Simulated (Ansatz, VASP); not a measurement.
## Two plane-wave programs on RbBr

File INCAR:

```
PREC     = Accurate       # precision mode
ENCUT    = 500            # plane-wave cutoff, eV
EDIFF    = 1E-6           # SCF threshold, eV
ISMEAR   = 0              # smearing method
SIGMA    = 0.02           # smearing width, eV
LREAL    = False          # projectors in reciprocal space
LASPH    = True           # aspherical terms in the spheres
NELM     = 120            # most SCF steps
ALGO     = Normal         # electronic algorithm
ISIF     = 2              # what is computed and relaxed
LWAVE    = False          # write WAVECAR
LCHARG   = True           # write CHGCAR
GGA      = RP             # functional
LELF     = True           # ELF
LVHAR    = True         
NBANDS   = 15             # bands
GGA_COMPAT= False
```

The input KPOINTS:

```
regular mesh
0
Gamma
  6 6 6
```

POSCAR

```
RbBr
1.0
    0.0000000000      3.6219398004      3.6219398004
    3.6219398004      0.0000000000      3.6219398004
    3.6219398004      3.6219398004      0.0000000000
Rb Br
1 1
Direct
    0.0000000000      0.0000000000      0.0000000000
    0.5000000000      0.5000000000      0.5000000000
```

Input for Ansatz:

```yaml
crystal:
  lattice:
    - [0.0, 3.6219398004, 3.6219398004]
    - [3.6219398004, 0.0, 3.6219398004]
    - [3.6219398004, 3.6219398004, 0.0]
  atoms:
    - { symbol: Rb, position: [0.0, 0.0, 0.0] }
    - { symbol: Br, position: [0.5, 0.5, 0.5] }
basis:
  ecutwfc: "600 eV"
kpoints:
  mp_grid: { grid: [6, 6, 6] }
hamiltonian:
  xc: rpbe
scf:
  occupations: { method: gaussian, width: 0.02 }
  lower_state_search: "off"
output:
  forces: true
  eigenvalues: true
  stress: true
```

Alike in both runs: task single point; functional RPBE; k mesh 6 × 6 × 6; occupations gaussian, width 0.02 eV; no spin polarisation.

```csv
,VASP,Ansatz
version,VASP 6.6.1,Ansatz 0.2.0
potentials or method,"VASP PAW PBE potentials, release 64 (Rb_sv, Br), cutoff 500 eV","scalar-relativistic, plane waves, PAW"
valence electrons in the cell,16,16
```

|  | VASP | Ansatz | Ansatz less VASP |
| --- | --- | --- | --- |
| gap on the k mesh at the Fermi level (eV) | 4.27 | 4.28 | +0.003 |
| pressure (GPa) | 0.0 | 0.0 | -0.01 |

VASP's potentials were made for PBE, not for RPBE. With one functional, cell and mesh, what is left measures potentials, basis and numerics.
